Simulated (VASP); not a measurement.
# MgO (F-43m) in VASP: settings compared

Aim: see how the results for MgO move with the level of theory and the settings. Levels: BLYP+D3(BJ), r2SCAN+D3(BJ). Tasks: relaxation of cell and atoms.

All numbers are computed with VASP 6.6.1; they aren't measurements. Logs are shortened: lines on timing, memory, paths and dates and some standing lists are left out, and cuts for length are marked.

**1. The cell of the first run**

The structure is cubic, space group F-43m (No. 216). Conventional cell: a = 4.612 Å, b = 4.612 Å, c = 4.612 Å, α = 90.00°, β = 90.00°, γ = 90.00°. Within 2.6 Å of Mg (site symmetry -43m) lie 4 O at 2.00 Å. O (site symmetry -43m) has 4 Mg at 2.00 Å within 2.6 Å.

**2. Relaxation of cell and atoms, BLYP+D3(BJ)**

INCAR reads:

```
SYSTEM = MgO
  PREC = Accurate
  ENCUT = 600
  EDIFF = 1E-6
  ISMEAR = -1
  SIGMA = 0.05
  LREAL = .False.
  LASPH = .True.
  NELM = 80
  ALGO = Normal
  ISIF = 3
  LWAVE = .False.
  LCHARG = .False.
  GGA = B5
  ALDAX = 1.0
  AGGAX = 1.0
  AGGAC = 1.0
  ALDAC = 0.0
  IVDW = 12
  VDW_S6 = 1.0
  VDW_S8 = 2.6996
  VDW_A1 = 0.4298
  VDW_A2 = 4.2359
  IBRION = 2
  NSW = 60
  EDIFFG = -0.01
```

KPOINTS reads:

```
regular mesh
0
Gamma
  10 10 10
  0 0 0
```

POSCAR reads:

```
MgO
1.0
    0.0000000000      2.3061600000      2.3061600000
    2.3061600000      0.0000000000      2.3061600000
    2.3061600000      2.3061600000      0.0000000000
Mg O
1 1
Direct
    0.5000000000      0.5000000000      0.5000000000
    0.7500000000      0.7500000000      0.7500000000
```

Potentials or basis: VASP PAW PBE potentials, release 64 (Mg, O).

Run with:

```
cat potpaw_PBE.64/Mg/POTCAR potpaw_PBE.64/O/POTCAR > POTCAR
mpirun -np 1 vasp_std > vasp.out
```

OUTCAR:

```text
SYSTEM = MgO
   PREC = Accurate
   ENCUT = 600
   EDIFF = 1E-6
   ISMEAR = -1
   LREAL = .False.
   LASPH = .True.
   NELM = 80
   ISIF = 3
   GGA = B5
   IVDW = 12
   IBRION = 2
   NSW = 60
   EDIFFG = -0.01
 IVDW          = 12

 ion  position               nearest neighbor table
   1  0.500  0.500  0.500-   2 2.00   2 2.00   2 2.00   2 2.00
   2  0.750  0.750  0.750-   1 2.00   1 2.00   1 2.00   1 2.00

  LATTYP: Found a face centered cubic cell.
 ALAT       =     4.6123200000

  Lattice vectors:

 A1 = (   0.0000000000,   2.3061600000,   2.3061600000)
 A2 = (   2.3061600000,   0.0000000000,   2.3061600000)
 A3 = (   2.3061600000,   2.3061600000,   0.0000000000)

Analysis of symmetry for initial positions (statically):
=====================================================================
 Subroutine PRICEL returns:
 Original cell was already a primitive cell.

 Routine SETGRP: Setting up the symmetry group for a
 face centered cubic supercell.

 Subroutine GETGRP returns: Found 24 space group operations
 (whereof 24 operations were pure point group operations)
 out of a pool of 48 trial point group operations.

The static configuration has the point symmetry T_d .

Analysis of symmetry for dynamics (positions and initial velocities):
=====================================================================
 Subroutine PRICEL returns:
 Original cell was already a primitive cell.

 Routine SETGRP: Setting up the symmetry group for a
 face centered cubic supercell.

 Subroutine GETGRP returns: Found 24 space group operations
 (whereof 24 operations were pure point group operations)
 out of a pool of 48 trial point group operations.

The dynamic configuration has the point symmetry T_d .

 Subroutine INISYM returns: Found 24 space group operations
 (whereof 24 operations are pure point group operations),
 and found     1 'primitive' translations

----------------------------------------------------------------------------------------

                                     Primitive cell

  volume of cell :      24.5300

  direct lattice vectors                    reciprocal lattice vectors
     0.000000000  2.306160000  2.306160000    -0.216810629  0.216810629  0.216810629
     2.306160000  0.000000000  2.306160000     0.216810629 -0.216810629  0.216810629
     2.306160000  2.306160000  0.000000000     0.216810629  0.216810629 -0.216810629

  length of vectors
     3.261402749  3.261402749  3.261402749     0.375527025  0.375527025  0.375527025

  position of ions in fractional coordinates (direct lattice)
     0.500000000  0.500000000  0.500000000
     0.750000000  0.750000000  0.750000000

  ion indices of the primitive-cell ions
[... 67 lines left out ...]
   ISTART =      0    job   : 0-new  1-cont  2-samecut
   ICHARG =      2    charge: 1-file 2-atom 10-const
   ISPIN  =      1    spin polarized calculation?
   LNONCOLLINEAR =      F non collinear calculations
   LSORBIT =      F    spin-orbit coupling
   LASPH  =      T    aspherical Exc in radial PAW
   ENCUT  =  600.0 eV  44.10 Ry    6.64 a.u.   6.51  6.51  6.51*2*pi/ulx,y,z
   NELM   =     80;   NELMIN=  2; NELMDL= -5     # of ELM steps
   EDIFF  = 0.1E-05   stopping-criterion for ELM
   LREAL  =      F    real-space projection
   EDIFFG = -.1E-01   stopping-criterion for IOM
   NSW    =     60    number of steps for IOM
   IBRION =      2    ionic relax: 0-MD 1-quasi-New 2-CG
   NFREE  =      1    steps in history (QN), initial steepest desc. (CG)
   ISIF   =      3    stress and relaxation
   ISYM   =      2    0-nonsym 1-usesym 2-fastsym
   POTIM  = 0.5000    time-step for ionic-motion
   TEBEG  =    0.0;   TEEND  =   0.0 temperature during run
   PSTRESS=    0.0 pullay stress
   NELECT =       8.0000    total number of electrons
   NUPDOWN=      -1.0000    fix difference up-down
   EMIN   =  10.00;   EMAX   =-10.00  energy-range for DOS
   EFERMI =   0.00;   METHOD = LEGACY
   ISMEAR =    -1;   SIGMA  =   0.05  broadening in eV -4-tet -1-fermi 0-gaus
   EFERMI_NEDOS =   21; number of points for ismear=-14 and -15
   IALGO  =     38    algorithm
   IMIX   =      4    mixing-type and parameters
     AMIX     =   0.40;   BMIX     =  1.00
     AMIX_MAG =   1.60;   BMIX_MAG =  1.00
  volume/ion in A,a.u.               =      12.27        82.77
  Fermi-wavevector in a.u.,A,eV,Ry     =   1.126865  2.129467 17.277028  1.269826
  Thomas-Fermi vector in A             =   2.263549
   LORBIT       =      0    0 simple, 1 ext, 2 COOP (PROOUT), +10 PAW based schemes
   GGA     = B5    functional components
   LHFCALC =     F    Hartree Fock is set to
   AEXX    =    0.0000 exact exchange contribution
   IVDW    =    12    specifies the selected vdW correction
   LEPSILON=     F    determine dielectric tensor
   LRPA    =     F    only Hartree local field effects (RPA)
 conjugate gradient relaxation of ions
 non-spin polarized calculation
  energy-cutoff  :      600.00
  volume of cell :       24.53
 maximum number of plane-waves:       869
 NGX is ok and might be reduce to    28
   NGX = 13   NGY = 13   NGZ = 13

--------------------------------------- Ionic step        1  -------------------------------------------

 number of electron       8.0000002 magnetization

 Free energy of the ion-electron system (eV)
  ---------------------------------------------------
  ext. energy  EPLUGINS =         0.00000000
  ---------------------------------------------------
  free energy    TOTEN  =       -11.26313372 eV

  energy without entropy =      -11.26313372  energy(sigma->0) =      -11.26313372

------------------------ aborting loop because EDIFF is reached ----------------------------------------

 Edisp (eV)   -0.97356

 E8    (eV) :    -0.6819
[... 71 lines left out ...]
--------------------------------------- Ionic step        3  -------------------------------------------

 number of electron       8.0000001 magnetization

 Free energy of the ion-electron system (eV)
  ---------------------------------------------------
  ext. energy  EPLUGINS =         0.00000000
  ---------------------------------------------------
  free energy    TOTEN  =       -11.23509245 eV

  energy without entropy =      -11.23509245  energy(sigma->0) =      -11.23509245

 E-fermi :   2.3230     XC(G=0):  -9.3389

 val. band max:        1.1626344512   @ k =   0.0000   0.0000   0.0000
 cond. band min:       5.1649505144   @ k =   0.0000   0.0000   0.0000
 fundamental gap:      4.0023160632
 Fermi energy:         2.3230091551

 k-point     1 :       0.0000    0.0000    0.0000
  band No.  band energies     occupation
      1     -14.6803      2.00000
      2       1.1626      2.00000
      3       1.1626      2.00000
      4       1.1626      2.00000
      5       5.1650      0.00000
      6      18.1572      0.00000
      7      18.1572      0.00000
      8      18.1572      0.00000
[... 243 lines left out ...]
 k-point    24 :       0.4000    0.3000    0.0000
  band No.  band energies     occupation
      1     -13.9684      2.00000
      2      -1.0921      2.00000
      3       0.4704      2.00000
      4       0.5938      2.00000
      5       8.3736      0.00000
      6      13.1513      0.00000
      7      15.1900      0.00000
      8      17.7501      0.00000

 [... further k-points ...]

------------------------ aborting loop because EDIFF is reached ----------------------------------------

 Edisp (eV)   -1.02125

 E8    (eV) :    -0.7151
[... 25 lines left out ...]
  FREE ENERGIE OF THE ION-ELECTRON SYSTEM (eV)
  ---------------------------------------------------
  free  energy   TOTEN  =       -12.2563385909 eV

  energy  without entropy=      -12.2563385909  energy(sigma->0) =      -12.25633859

 reached required accuracy - stopping structural energy minimisation
```

It took 24 s on 1 thread of Intel Xeon 6975P-C (Granite Rapids), shared host; peak memory 0.18 GiB.

What came out:

```
Free energy                            : -12.2563 eV
Relaxed volume                         : 11.70 Å³/atom
Relaxed cell                           : a = 3.211 Å, b = 3.211 Å, c = 3.211 Å, α = 60.00°, β = 60.00°, γ = 60.00°
Space group after relaxing (to 0.05 Å) : F-43m (No. 216)
Energy gained by relaxing              : 9.8 meV/atom
Ionic steps                            : 3
Pressure after relaxing                : 0.0 GPa
Band gap on the k mesh                 : 4.00 eV, direct
Dispersion energy per atom             : -0.511 eV
```

The path:
| step | energy change (eV) | largest force (eV/Å) | pressure (GPa) | volume (Å³) |
| --- | --- | --- | --- | --- |
| 1 | 0.0000 | 0.0000 | -5.38 | 24.53 |
| 2 | -0.0179 | 0.0000 | 1.76 | 23.10 |
| 3 | -0.0196 | 0.0000 | 0.00 | 23.41 |

Final structure:
```xyz
2
Lattice="0.0000 2.2704 2.2704 2.2704 0.0000 2.2704 2.2704 2.2704 0.0000" Properties=species:S:1:pos:R:3 pbc="T T T"
Mg    2.2704    2.2704    2.2704
O     3.4056    3.4056    3.4056
```

Levels at points of the mesh, in eV from the valence-band top:
| k point | band 2 | band 3 | band 4 | band 5 | band 6 | band 7 |
| --- | --- | --- | --- | --- | --- | --- |
| (0.00, 0.00, 0.00) | 0.00 | 0.00 | 0.00 | 4.00 | 16.99 | 16.99 |
| (0.50, 0.00, 0.00) | -3.01 | -0.18 | -0.18 | 9.09 | 10.05 | 14.81 |
| (0.50, 0.50, 0.00) | -2.51 | -0.74 | -0.74 | 6.62 | 11.88 | 14.27 |

Caveat: the PAW data sets were made with another functional, which shifts forces and pressure a little.

**3. Relaxation of cell and atoms, r2SCAN+D3(BJ)**

POSCAR is that of step 2.

INCAR.step1 reads:

```
SYSTEM = MgO
PREC = Accurate
ENCUT = 600
ISMEAR = -1
SIGMA = 0.05
LREAL = .FALSE.
LASPH = .TRUE.
NELM = 60
GGA = PE
ALGO = Normal
EDIFF = 1E-4
LWAVE = .TRUE.
LCHARG = .FALSE.
```

INCAR.step2 reads:

```
SYSTEM = MgO
PREC = Accurate
ENCUT = 600
EDIFF = 1E-6
ISMEAR = -1
SIGMA = 0.05
LREAL = .FALSE.
LASPH = .TRUE.
NELM = 60
ALGO = Normal
ISIF = 3
LWAVE = .FALSE.
LCHARG = .FALSE.
METAGGA = R2SCAN
LMIXTAU = .TRUE.
IVDW = 12
VDW_S6 = 1.0
VDW_S8 = 0.78981345
VDW_A1 = 0.49484001
VDW_A2 = 5.73083694
IBRION = 2
NSW = 60
EDIFFG = -0.01
ISTART = 1
```

KPOINTS reads:

```
regular mesh
0
G
  10 10 10
  0 0 0
```

Potentials or basis: VASP PAW PBE potentials, release 64 (Mg, O).

Run with:

```
cat potpaw_PBE.64/Mg/POTCAR potpaw_PBE.64/O/POTCAR > POTCAR
cp INCAR.step1 INCAR
mpirun -np 1 vasp_std > vasp.out
cp INCAR.step2 INCAR
mpirun -np 1 vasp_std > vasp.out
```

OUTCAR:

```text
SYSTEM = MgO
   PREC = Accurate
   ENCUT = 600
   EDIFF = 1E-6
   ISMEAR = -1
   LREAL = .FALSE.
   LASPH = .TRUE.
   NELM = 60
   ISIF = 3
   METAGGA = R2SCAN
   IVDW = 12
   IBRION = 2
   NSW = 60
   EDIFFG = -0.01
   ISTART = 1
 IVDW          = 12

 ion  position               nearest neighbor table
   1  0.500  0.500  0.500-   2 2.00   2 2.00   2 2.00   2 2.00
   2  0.750  0.750  0.750-   1 2.00   1 2.00   1 2.00   1 2.00

  LATTYP: Found a face centered cubic cell.
 ALAT       =     4.6123200000

  Lattice vectors:

 A1 = (   0.0000000000,   2.3061600000,   2.3061600000)
 A2 = (   2.3061600000,   0.0000000000,   2.3061600000)
 A3 = (   2.3061600000,   2.3061600000,   0.0000000000)

Analysis of symmetry for initial positions (statically):
=====================================================================
 Subroutine PRICEL returns:
 Original cell was already a primitive cell.

 Routine SETGRP: Setting up the symmetry group for a
 face centered cubic supercell.

 Subroutine GETGRP returns: Found 24 space group operations
 (whereof 24 operations were pure point group operations)
 out of a pool of 48 trial point group operations.

The static configuration has the point symmetry T_d .

Analysis of symmetry for dynamics (positions and initial velocities):
=====================================================================
 Subroutine PRICEL returns:
 Original cell was already a primitive cell.

 Routine SETGRP: Setting up the symmetry group for a
 face centered cubic supercell.

 Subroutine GETGRP returns: Found 24 space group operations
 (whereof 24 operations were pure point group operations)
 out of a pool of 48 trial point group operations.

The dynamic configuration has the point symmetry T_d .

 Subroutine INISYM returns: Found 24 space group operations
 (whereof 24 operations are pure point group operations),
 and found     1 'primitive' translations

----------------------------------------------------------------------------------------

                                     Primitive cell

[... 99 lines left out ...]
   TEBEG  =    0.0;   TEEND  =   0.0 temperature during run
   PSTRESS=    0.0 pullay stress
   NELECT =       8.0000    total number of electrons
   NUPDOWN=      -1.0000    fix difference up-down
   EMIN   =  10.00;   EMAX   =-10.00  energy-range for DOS
   EFERMI =   0.00;   METHOD = LEGACY
   ISMEAR =    -1;   SIGMA  =   0.05  broadening in eV -4-tet -1-fermi 0-gaus
   EFERMI_NEDOS =   21; number of points for ismear=-14 and -15
   IALGO  =     38    algorithm
   IMIX   =      4    mixing-type and parameters
     AMIX     =   0.40;   BMIX     =  1.00
     AMIX_MAG =   1.60;   BMIX_MAG =  1.00
  volume/ion in A,a.u.               =      12.27        82.77
  Fermi-wavevector in a.u.,A,eV,Ry     =   1.126865  2.129467 17.277028  1.269826
  Thomas-Fermi vector in A             =   2.263549
   LORBIT       =      0    0 simple, 1 ext, 2 COOP (PROOUT), +10 PAW based schemes
   METAGGA = R2SCAN    functional components
   LHFCALC =     F    Hartree Fock is set to
   AEXX    =    0.0000 exact exchange contribution
   IVDW    =    12    specifies the selected vdW correction
   LEPSILON=     F    determine dielectric tensor
   LRPA    =     F    only Hartree local field effects (RPA)
 conjugate gradient relaxation of ions
 non-spin polarized calculation
  energy-cutoff  :      600.00
  volume of cell :       24.53
 maximum number of plane-waves:       869
 NGX is ok and might be reduce to    28
   NGX = 13   NGY = 13   NGZ = 13

--------------------------------------- Ionic step        1  -------------------------------------------

 number of electron       8.0000002 magnetization

 Free energy of the ion-electron system (eV)
  ---------------------------------------------------
  ext. energy  EPLUGINS =         0.00000000
  ---------------------------------------------------
  free energy    TOTEN  =       -15.84661825 eV

  energy without entropy =      -15.84661825  energy(sigma->0) =      -15.84661825

------------------------ aborting loop because EDIFF is reached ----------------------------------------

 Edisp (eV)   -0.21057

 E8    (eV) :    -0.0637
[... 71 lines left out ...]
--------------------------------------- Ionic step        3  -------------------------------------------

 number of electron       8.0000000 magnetization

 Free energy of the ion-electron system (eV)
  ---------------------------------------------------
  ext. energy  EPLUGINS =         0.00000000
  ---------------------------------------------------
  free energy    TOTEN  =       -15.85827937 eV

  energy without entropy =      -15.85827937  energy(sigma->0) =      -15.85827937

 E-fermi :   1.5752     XC(G=0): -10.2468

 val. band max:        0.4451165793   @ k =   0.0000   0.0000   0.0000
 cond. band min:       4.8757900282   @ k =   0.0000   0.0000   0.0000
 fundamental gap:      4.4306734489
 Fermi energy:         1.5751602758

 k-point     1 :       0.0000    0.0000    0.0000
  band No.  band energies     occupation
      1     -16.4367      2.00000
      2       0.4451      2.00000
      3       0.4451      2.00000
      4       0.4451      2.00000
      5       4.8758      0.00000
      6      18.5654      0.00000
      7      18.5654      0.00000
      8      18.5654      0.00000
[... 243 lines left out ...]
 k-point    24 :       0.4000    0.3000    0.0000
  band No.  band energies     occupation
      1     -15.7432      2.00000
      2      -1.8362      2.00000
      3      -0.2584      2.00000
      4      -0.1347      2.00000
      5       8.0899      0.00000
      6      13.1083      0.00000
      7      15.6620      0.00000
      8      18.0973      0.00000

 [... further k-points ...]

------------------------ aborting loop because EDIFF is reached ----------------------------------------

 Edisp (eV)   -0.22140

 E8    (eV) :    -0.0670
[... 25 lines left out ...]
  FREE ENERGIE OF THE ION-ELECTRON SYSTEM (eV)
  ---------------------------------------------------
  free  energy   TOTEN  =       -16.0796775691 eV

  energy  without entropy=      -16.0796775691  energy(sigma->0) =      -16.07967757

 reached required accuracy - stopping structural energy minimisation
```

OSZICAR.step1:

```text
N       E                     dE             d eps       ncg     rms          rms(c)
DAV:   1     0.247914827124E+02    0.24791E+02   -0.45438E+03   752   0.961E+02
DAV:   2    -0.129577356148E+02   -0.37749E+02   -0.36257E+02   904   0.157E+02
DAV:   3    -0.138656651971E+02   -0.90793E+00   -0.90793E+00   968   0.306E+01
DAV:   4    -0.138672293566E+02   -0.15642E-02   -0.15642E-02   992   0.132E+00
DAV:   5    -0.138672310308E+02   -0.16741E-05   -0.16742E-05   968   0.350E-02    0.828E+00
DAV:   6    -0.117463115861E+02    0.21209E+01   -0.15522E+01   752   0.264E+01    0.292E+00
DAV:   7    -0.117093393658E+02    0.36972E-01   -0.16453E-01   832   0.395E+00    0.150E+00
DAV:   8    -0.117039168662E+02    0.54225E-02   -0.43820E-02   752   0.307E+00    0.239E-01
DAV:   9    -0.117036202957E+02    0.29657E-03   -0.88573E-04  1104   0.309E-01    0.848E-02
DAV:  10    -0.117040191525E+02   -0.39886E-03   -0.53943E-04   752   0.186E-01    0.103E-02
DAV:  11    -0.117040194891E+02   -0.33666E-06   -0.90520E-06   400   0.233E-02
   1 F= -.11704019E+02 E0= -.11704019E+02  d E =-.164171E-10
```

It took 67 s on 1 thread of Intel Xeon 6975P-C (Granite Rapids), shared host; peak memory 0.18 GiB.

What came out:

```
Free energy                            : -16.0797 eV
Relaxed volume                         : 11.68 Å³/atom
Relaxed cell                           : a = 3.208 Å, b = 3.208 Å, c = 3.208 Å, α = 60.00°, β = 60.00°, γ = 60.00°
Space group after relaxing (to 0.05 Å) : F-43m (No. 216)
Energy gained by relaxing              : 11.2 meV/atom
Ionic steps                            : 3
Pressure after relaxing                : 0.0 GPa
Band gap on the k mesh                 : 4.43 eV, direct
Dispersion energy per atom             : -0.111 eV
```

The path:
| step | energy change (eV) | largest force (eV/Å) | pressure (GPa) | volume (Å³) |
| --- | --- | --- | --- | --- |
| 1 | 0.0000 | 0.0000 | -5.86 | 24.53 |
| 2 | -0.0198 | 0.0000 | 2.29 | 22.97 |
| 3 | -0.0225 | 0.0000 | 0.02 | 23.35 |

Final structure:
```yaml
crystal:
  lattice:
    - [0.00000, 2.26868, 2.26868]
    - [2.26868, 0.00000, 2.26868]
    - [2.26868, 2.26868, 0.00000]
  atoms:
    - { symbol: Mg, position: [0.50000, 0.50000, 0.50000] }
    - { symbol: O, position: [0.75000, 0.75000, 0.75000] }
```

Levels at points of the mesh, in eV from the valence-band top:
```tsv
k point	band 1	band 2	band 3	band 4	band 5	band 6	band 7	band 8
(0.00, 0.00, 0.00)	-16.88	0.00	0.00	0.00	4.43	18.12	18.12	18.12
(0.50, 0.00, 0.00)	-16.21	-3.06	-0.18	-0.18	9.76	10.68	15.69	15.69
(0.50, 0.50, 0.00)	-16.01	-2.54	-0.75	-0.75	7.00	12.59	15.59	18.03
```

Caveat: the PAW data sets were made with another functional, which shifts forces and pressure a little. r2SCAN opens gaps a little over a GGA but as a rule still falls short of measured ones.
